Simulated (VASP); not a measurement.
# Ni (P6_3/mmc) in VASP: settings compared

The runs below take Ni through single point, with PBEsol, LDA, r2SCAN.

Everything below comes from runs of VASP 6.6.1. Logs are shortened: lines on timing, memory, paths and dates and some standing lists are left out, and cuts for length are marked.

### Step 1. The cell of the first run

The structure is hexagonal, space group P6_3/mmc (No. 194). Conventional cell: a = 2.448 Å, b = 2.448 Å, c = 4.073 Å, α = 90.00°, β = 90.00°, γ = 120.00°. Ni (site symmetry -6m2) has 12 Ni at 2.45 to 2.48 Å within 3.2 Å.

This isn't the form of Ni at room conditions, which is fcc.

### Step 2. Single point, PBEsol, collinear spin, ferromagnetic start

INCAR reads:

```
SYSTEM = Ni
PREC     = Accurate       ! precision mode
ENCUT    = 520            ! plane-wave cutoff, eV
EDIFF    = 1E-7           ! SCF threshold, eV
ISMEAR   = -1             ! smearing method
SIGMA    = 0.15           ! smearing width, eV
LREAL    = .False.        ! projectors in reciprocal space
LASPH    = .True.         ! aspherical terms in the spheres
NELM     = 150            ! most SCF steps
ALGO     = Normal         ! electronic algorithm
ISIF     = 2              ! what is computed and relaxed
LWAVE    = .False.        ! write WAVECAR
LCHARG   = .True.         ! write CHGCAR
ISPIN    = 2              ! spin polarisation
MAGMOM   = 2 2            ! initial moments
LORBIT   = 11             ! projections on sites
LMAXMIX  = 4              ! l up to which the mixer works
GGA      = PS             ! functional
LELF     = .True.         ! ELF
LVHAR    = .True.       
NBANDS   = 21             ! bands
```

KPOINTS reads:

```
Automatic mesh
0
Gamma
  15 15 8
  0 0 0
```

POSCAR reads:

```
Ni
1.0
    2.4480229000      0.0000000000      0.0000000000
   -1.2240114500      2.1200500200      0.0000000000
    0.0000000000      0.0000000000      4.0728075700
Ni
2
Direct
    0.3333333333      0.6666666667      0.2500000000
    0.6666666667      0.3333333333      0.7500000000
```

Potentials or basis: VASP PAW PBE potentials, release 64 (Ni).

Started as:

```
> cat potpaw_PBE.64/Ni/POTCAR > POTCAR
> mpirun -np 1 vasp_std > vasp.out
```

OUTCAR:

```text
SYSTEM = Ni
   PREC = Accurate
   ENCUT = 520
   EDIFF = 1E-7
   ISMEAR = -1
   LREAL = .False.
   LASPH = .True.
   NELM = 150
   ISIF = 2
   ISPIN = 2
   LORBIT = 11
   GGA = PS

 ion  position               nearest neighbor table
   1  0.333  0.667  0.250-   2 2.48   2 2.48   2 2.48   2 2.48   2 2.48   2 2.48
   2  0.667  0.333  0.750-   1 2.48   1 2.48   1 2.48   1 2.48   1 2.48   1 2.48

  LATTYP: Found a hexagonal cell.
 ALAT       =     2.4480229000
 C/A-ratio  =     1.6637130192

  Lattice vectors:

 A1 = (   2.4480229000,   0.0000000000,   0.0000000000)
 A2 = (  -1.2240114500,   2.1200500200,   0.0000000000)
 A3 = (   0.0000000000,   0.0000000000,   4.0728075700)

Analysis of symmetry for initial positions (statically):
=====================================================================
 Subroutine PRICEL returns:
 Original cell was already a primitive cell.

 Routine SETGRP: Setting up the symmetry group for a
 hexagonal supercell.

 Subroutine GETGRP returns: Found 24 space group operations
 (whereof 12 operations were pure point group operations)
 out of a pool of 24 trial point group operations.

The static configuration has the point symmetry D_3d.
 The point group associated with its full space group is D_6h.

Analysis of symmetry for dynamics (positions and initial velocities):
=====================================================================
 Subroutine PRICEL returns:
 Original cell was already a primitive cell.

 Routine SETGRP: Setting up the symmetry group for a
 hexagonal supercell.

 Subroutine GETGRP returns: Found 24 space group operations
 (whereof 12 operations were pure point group operations)
 out of a pool of 24 trial point group operations.

The dynamic configuration has the point symmetry D_3d.
 The point group associated with its full space group is D_6h.

Analysis of structural, dynamic, and magnetic symmetry:
=====================================================================
 Subroutine PRICEL returns:
 Original cell was already a primitive cell.

 Routine SETGRP: Setting up the symmetry group for a
 hexagonal supercell.

 Subroutine GETGRP returns: Found 24 space group operations
 (whereof 12 operations were pure point group operations)
 out of a pool of 24 trial point group operations.

The overall configuration has the point symmetry D_3d.
 The point group associated with its full space group is D_6h.

 Subroutine INISYM returns: Found 24 space group operations
 (whereof 12 operations are pure point group operations),
 and found     1 'primitive' translations

----------------------------------------------------------------------------------------

                                     Primitive cell

  volume of cell :      21.1376

  direct lattice vectors                    reciprocal lattice vectors
     2.448022900  0.000000000  0.000000000     0.408492911  0.235843492  0.000000000
    -1.224011450  2.120050020  0.000000000     0.000000000  0.471686984  0.000000000
     0.000000000  0.000000000  4.072807570     0.000000000  0.000000000  0.245530873

  length of vectors
     2.448022900  2.448022900  4.072807570     0.471686984  0.471686984  0.245530873

  position of ions in fractional coordinates (direct lattice)
     0.333333333  0.666666667  0.250000000
     0.666666667  0.333333333  0.750000000

  ion indices of the primitive-cell ions
   primitive index   ion index
                 1           1
                 2           2

----------------------------------------------------------------------------------------

 KPOINTS: Automatic mesh

Automatic generation of k-mesh.
 Grid dimensions read from file:
 generate k-points for:   15   15    8

 Generating k-lattice:

  Cartesian coordinates                     Fractional coordinates (reciprocal lattice)
     0.027232861  0.015722899  0.000000000     0.066666667  0.000000000  0.000000000
     0.000000000  0.031445799  0.000000000     0.000000000  0.066666667  0.000000000
     0.000000000  0.000000000  0.030691359     0.000000000  0.000000000  0.125000000

  Length of vectors
     0.031445799  0.031445799  0.030691359

  Shift w.r.t. Gamma in fractional coordinates (k-lattice)
     0.000000000  0.000000000  0.000000000

 Subroutine IBZKPT returns following result:
 ===========================================

 Found    135 irreducible k-points:

 Following reciprocal coordinates:
            Coordinates               Weight
  0.000000  0.000000  0.000000      1.000000
  0.066667  0.000000  0.000000      6.000000
  0.133333 -0.000000  0.000000      6.000000
  0.200000  0.000000  0.000000      6.000000
  0.266667 -0.000000  0.000000      6.000000
  0.333333  0.000000  0.000000      6.000000
[... 16 lines left out ...]
  0.333333  0.200000  0.000000     12.000000
  0.400000  0.200000  0.000000      6.000000
 [... further k-points ...]
   k-points           NKPTS =    135   k-points in BZ     NKDIM =    135   number of bands    NBANDS=     21
   number of dos      NEDOS =    301   number of ions     NIONS =      2
   total plane-waves  NPLWV =   9720
   dimension x,y,z NGX =    18 NGY =   18 NGZ =   30
   dimension x,y,z NGXF=    36 NGYF=   36 NGZF=   60
   ions per type =               2
   NGX,Y,Z   is equivalent  to a cutoff of  12.22, 12.22, 12.25 a.u.
   NGXF,Y,Z  is equivalent  to a cutoff of  24.45, 24.45, 24.49 a.u.
 SYSTEM =  Ni
   PREC   = accura    normal or accurate (medium, high low for compatibility)
   ISTART =      0    job   : 0-new  1-cont  2-samecut
   ICHARG =      2    charge: 1-file 2-atom 10-const
   ISPIN  =      2    spin polarized calculation?
   LNONCOLLINEAR =      F non collinear calculations
   LSORBIT =      F    spin-orbit coupling
   LASPH  =      T    aspherical Exc in radial PAW
   ENCUT  =  520.0 eV  38.22 Ry    6.18 a.u.   4.55  4.55  7.57*2*pi/ulx,y,z
   NELM   =    150;   NELMIN=  2; NELMDL= -5     # of ELM steps
   EDIFF  = 0.1E-06   stopping-criterion for ELM
   LREAL  =      F    real-space projection
   EDIFFG = 0.1E-05   stopping-criterion for IOM
   NSW    =      0    number of steps for IOM
   IBRION =     -1    ionic relax: 0-MD 1-quasi-New 2-CG
   NFREE  =      0    steps in history (QN), initial steepest desc. (CG)
   ISIF   =      2    stress and relaxation
   ISYM   =      2    0-nonsym 1-usesym 2-fastsym
   POTIM  = 0.5000    time-step for ionic-motion
   TEBEG  =    0.0;   TEEND  =   0.0 temperature during run
   PSTRESS=    0.0 pullay stress
   NELECT =      20.0000    total number of electrons
   NUPDOWN=      -1.0000    fix difference up-down
   EMIN   =  10.00;   EMAX   =-10.00  energy-range for DOS
   EFERMI =   0.00;   METHOD = LEGACY
   ISMEAR =    -1;   SIGMA  =   0.15  broadening in eV -4-tet -1-fermi 0-gaus
   EFERMI_NEDOS =   21; number of points for ismear=-14 and -15
   IALGO  =     38    algorithm
   IMIX   =      4    mixing-type and parameters
     AMIX     =   0.40;   BMIX     =  1.00
     AMIX_MAG =   1.60;   BMIX_MAG =  1.00
  volume/ion in A,a.u.               =      10.57        71.32
  Fermi-wavevector in a.u.,A,eV,Ry     =   1.607187  3.037143 35.144518  2.583049
  Thomas-Fermi vector in A             =   2.703255
   LORBIT       =     11    0 simple, 1 ext, 2 COOP (PROOUT), +10 PAW based schemes
   GGA     = PS    functional components
   LHFCALC =     F    Hartree Fock is set to
   AEXX    =    0.0000 exact exchange contribution
   IVDW    =     0    specifies the selected vdW correction
   LEPSILON=     F    determine dielectric tensor
   LRPA    =     F    only Hartree local field effects (RPA)
 spin polarized calculation
  energy-cutoff  :      520.00
  volume of cell :       21.14
 maximum number of plane-waves:       592
   NGX =  9   NGY =  9   NGZ = 15

 number of electron      19.9999995 magnetization       1.1557673

 Free energy of the ion-electron system (eV)
  ---------------------------------------------------
  ext. energy  EPLUGINS =         0.00000000
  ---------------------------------------------------
  free energy    TOTEN  =       -12.35154647 eV

  energy without entropy =      -12.09920688  energy(sigma->0) =      -12.22537667

 E-fermi :   9.6087     XC(G=0): -13.6069

 val. band max:        9.6077262348   @ k =   0.4000   0.0000   0.1250
 cond. band min:       9.6114431822   @ k =   0.2667  -0.0000   0.2500
 fundamental gap:      0.0037169474
 Fermi energy:         9.6087307892

 spin component 1

 k-point     1 :       0.0000    0.0000    0.0000
  band No.  band energies     occupation
      1       0.3364      1.00000
      2       4.5980      1.00000
      3       7.0848      1.00000
      4       7.2464      1.00000
      5       7.2464      1.00000
      6       7.5125      1.00000
[... 13 lines left out ...]
     20      36.3107      0.00000
     21      40.2219      0.00000
[... 529 lines left out ...]
 k-point    24 :       0.4000    0.2000    0.0000
  band No.  band energies     occupation
      1       5.5367      1.00000
      2       5.5920      1.00000
      3       5.6151      1.00000
      4       6.5158      1.00000
      5       7.0263      1.00000
      6       7.1397      1.00000
[... 13 lines left out ...]
     20      39.1825      0.00000
     21      43.4824      0.00000

 [... further k-points ...]

 spin component 2

 k-point     1 :       0.0000    0.0000    0.0000
  band No.  band energies     occupation
      1       0.3346      1.00000
      2       4.9537      1.00000
      3       7.7023      1.00000
      4       7.8516      0.99999
      5       7.8516      0.99999
      6       8.1340      0.99995
[... 13 lines left out ...]
     20      36.4051      0.00000
     21      40.3134      0.00000
[... 529 lines left out ...]
 k-point    24 :       0.4000    0.2000    0.0000
  band No.  band energies     occupation
      1       5.8963      1.00000
      2       6.0500      1.00000
      3       6.0718      1.00000
      4       6.8625      1.00000
      5       7.5804      1.00000
      6       7.6672      1.00000
[... 13 lines left out ...]
     20      39.2697      0.00000
     21      43.4435      0.00000

 [... further k-points ...]
[... 5 lines left out ...]
  --------------------------------------------------------------------------------------
  -------------------------------------------------------------------------------------
  Total       -0.1392130     -0.1392130     -0.6942505     -0.0000000     -0.0000000      0.0000000
  in kB      -10.5520066    -10.5520066    -52.6224783     -0.0000000     -0.0000000      0.0000000
  external PRESSURE =     -24.5754971 kB  Pullay stress =       0.0000000 kB

 VOLUME and BASIS-vectors are now :
 -----------------------------------------------------------------------------
  energy-cutoff  :      520.00
  volume of cell :       21.14
      direct lattice vectors                 reciprocal lattice vectors
     2.448022900  0.000000000  0.000000000     0.408492911  0.235843492  0.000000000
    -1.224011450  2.120050020  0.000000000     0.000000000  0.471686984  0.000000000
     0.000000000  0.000000000  4.072807570     0.000000000  0.000000000  0.245530873

 POSITION                                       TOTAL-FORCE (eV/Angst)
 -----------------------------------------------------------------------------------
     -0.00000      1.41337      1.01820         0.000000      0.000000      0.000000
      1.22401      0.70668      3.05461        -0.000000      0.000000      0.000000
 -----------------------------------------------------------------------------------
    total drift:                               -0.000000      0.000000     -0.000000

  FREE ENERGIE OF THE ION-ELECTRON SYSTEM (eV)
  ---------------------------------------------------
  free  energy   TOTEN  =       -12.3515464691 eV

  energy  without entropy=      -12.0992068764  energy(sigma->0) =      -12.22537667

 total charge

# of ion       s       p       d       tot
------------------------------------------
    1        0.512   0.529   8.327   9.368
    2        0.512   0.529   8.327   9.368
--------------------------------------------------
tot          1.025   1.057  16.654  18.736

 magnetization (x)

# of ion       s       p       d       tot
------------------------------------------
    1       -0.005  -0.021   0.609   0.584
    2       -0.005  -0.021   0.609   0.584
--------------------------------------------------
tot         -0.009  -0.042   1.218   1.167
```

It took 71 s on 1 thread of Intel Xeon 6975P-C (Granite Rapids), shared host; peak memory 0.2 GiB.

Results:

- Free energy: -12.3515 eV
- Pressure: -2.5 GPa
- Net moment: 1.16 μB per cell
- Site moments: Ni +0.58 μB
- Valence electrons inside the program's atomic spheres: Ni 9.37

Caveat: the PAW data sets were made with another functional, which shifts forces and pressure a little.

### Step 3. Single point, LDA, collinear spin, ferromagnetic start

INCAR reads:

```
SYSTEM = Ni
PREC = Accurate
ENCUT = 520
EDIFF = 1E-7
ISMEAR = -1
SIGMA = 0.15
LREAL = .False.
LASPH = .True.
NELM = 150
ALGO = Normal
ISIF = 2
LWAVE = .False.
LCHARG = .False.
ISPIN = 2
MAGMOM = 2 2
LORBIT = 11
LMAXMIX = 4
NBANDS = 21
```

KPOINTS is that of step 2.

POSCAR is that of step 2.

Potentials or basis: VASP PAW LDA potentials, release 64 (Ni).

Started as:

```
> cat potpaw_LDA.64/Ni/POTCAR > POTCAR
> mpirun -np 1 vasp_std > vasp.out
```

It took 67 s on 1 thread of Intel Xeon 6975P-C (Granite Rapids), shared host; peak memory 0.19 GiB.

The run converged. Its results:

```yaml
Free_energy: -13.2106 eV
Pressure: -10.3 GPa
Net_moment: 1.02 μB per cell
Site_moments: Ni +0.51 μB
Valence_electrons_inside_the_program's_atomic_spheres: Ni 9.38
```

Stress tensor (GPa, compression positive):
```
 -9.00   0.00   0.00
  0.00  -9.00   0.00
  0.00   0.00 -12.81
```

Levels at points of the mesh, in eV from the Fermi level:
Spin up:
```csv
k point,band 7,band 8,band 9,band 10,band 11,band 12,band 13,band 14,band 15,band 16
"(0.00, 0.00, 0.00)",-2.00,-1.51,-1.51,-0.56,-0.56,-0.50,5.70,23.17,25.24,25.24
"(0.00, 0.00, 0.50)",-2.30,-2.30,-0.86,-0.86,-0.86,-0.86,14.28,14.28,23.86,23.86
```
Spin down:
| k point | band 6 | band 7 | band 8 | band 9 | band 10 | band 11 | band 12 | band 13 | band 14 | band 15 |
| --- | --- | --- | --- | --- | --- | --- | --- | --- | --- | --- |
| (0.00, 0.00, 0.00) | -1.50 | -1.50 | -1.00 | -1.00 | -0.47 | -0.03 | -0.03 | 6.01 | 23.16 | 25.35 |
| (0.00, 0.00, 0.50) | -1.81 | -1.81 | -1.81 | -0.33 | -0.33 | -0.33 | -0.33 | 14.43 | 14.43 | 23.86 |

Caveat: the cell stands under tension.

### Step 4. Single point, r2SCAN, collinear spin, ferromagnetic start

POSCAR is that of step 3.

INCAR.step1 reads:

```
SYSTEM = Ni
PREC = Accurate
ENCUT = 520
ISMEAR = -1
SIGMA = 0.15
LREAL = .FALSE.
LASPH = .TRUE.
NELM = 150
ISPIN = 2
MAGMOM = 2 2
LMAXMIX = 4
NBANDS = 21
GGA = PE
ALGO = Normal
EDIFF = 1E-4
LWAVE = .TRUE.
LCHARG = .FALSE.
```

INCAR.step2 reads:

```
SYSTEM = Ni
PREC = Accurate
ENCUT = 520
EDIFF = 1E-6
ISMEAR = -1
SIGMA = 0.15
LREAL = .FALSE.
LASPH = .TRUE.
NELM = 150
ALGO = Normal
ISIF = 2
LWAVE = .FALSE.
LCHARG = .TRUE.
ISPIN = 2
MAGMOM = 2 2
LORBIT = 11
LMAXMIX = 4
METAGGA = R2SCAN
LMIXTAU = .TRUE.
LELF = .TRUE.
LVHAR = .TRUE.
NBANDS = 21
ISTART = 1
```

KPOINTS reads:

```
regular mesh
0
G
  15 15 8
  0 0 0
```

Potentials or basis: VASP PAW PBE potentials, release 64 (Ni).

Started as:

```
> cat potpaw_PBE.64/Ni/POTCAR > POTCAR
> cp INCAR.step1 INCAR
> mpirun -np 1 vasp_std > vasp.out
> cp INCAR.step2 INCAR
> mpirun -np 1 vasp_std > vasp.out
```

Wall time 4 min (1 thread of Intel Xeon 6975P-C (Granite Rapids), shared host); peak memory 0.2 GiB.

Results (log left out):

| Quantity | Value |
| --- | --- |
| Free energy | -23.9178 eV |
| Pressure | 0.1 GPa |
| Net moment | 1.36 μB per cell |
| Site moments | Ni +0.70 μB |
| Valence electrons inside the program's atomic spheres | Ni 9.40 |

Stress tensor (GPa, compression positive):
```
 1.18  0.00  0.00
 0.00  1.18  0.00
 0.00  0.00 -2.07
```

Levels at points of the mesh, in eV from the Fermi level:
Spin up:
| k point | band 8 | band 9 | band 10 | band 11 | band 12 | band 13 | band 14 | band 15 |
| --- | --- | --- | --- | --- | --- | --- | --- | --- |
| (0.00, 0.00, 0.00) | -1.99 | -1.99 | -1.05 | -1.05 | -0.63 | 5.66 | 23.89 | 26.27 |
| (0.00, 0.00, 0.50) | -2.80 | -1.35 | -1.35 | -1.35 | -1.35 | 14.65 | 14.65 | 24.66 |
Spin down:
```csv
k point,band 5,band 6,band 7,band 8,band 9,band 10,band 11,band 12,band 13,band 14
"(0.00, 0.00, 0.00)",-1.75,-1.46,-1.46,-1.04,-1.04,-0.84,-0.04,-0.04,6.28,23.76
"(0.00, 0.00, 0.50)",-1.79,-1.79,-1.79,-1.79,-0.34,-0.34,-0.34,-0.34,14.86,14.86
```

Caveat: the PAW data sets were made with another functional, which shifts forces and pressure a little.

### Step 5. Overview

```tsv
level	potentials or basis	gap on the mesh (eV)	pressure (GPa)	moment (μB)
PBEsol	VASP PAW PBE potentials, release 64 (Ni)	none	-2.5	1.16
LDA	VASP PAW LDA potentials, release 64 (Ni)	none	-10.3	1.02
r2SCAN	VASP PAW PBE potentials, release 64 (Ni)	none	0.1	1.36
```

Alike in all rows: task single point; spin collinear, ferromagnetic start; cell as given; k mesh 15 × 15 × 8; cutoff (eV) 520; smearing fermi-dirac 0.15 eV.

Caveats: the PAW data sets were made with another functional, which shifts forces and pressure a little (at least some runs); the cell stands under tension (at least some runs).

Total energies depend on the potentials used, so only differences within one code and one set of settings carry meaning.
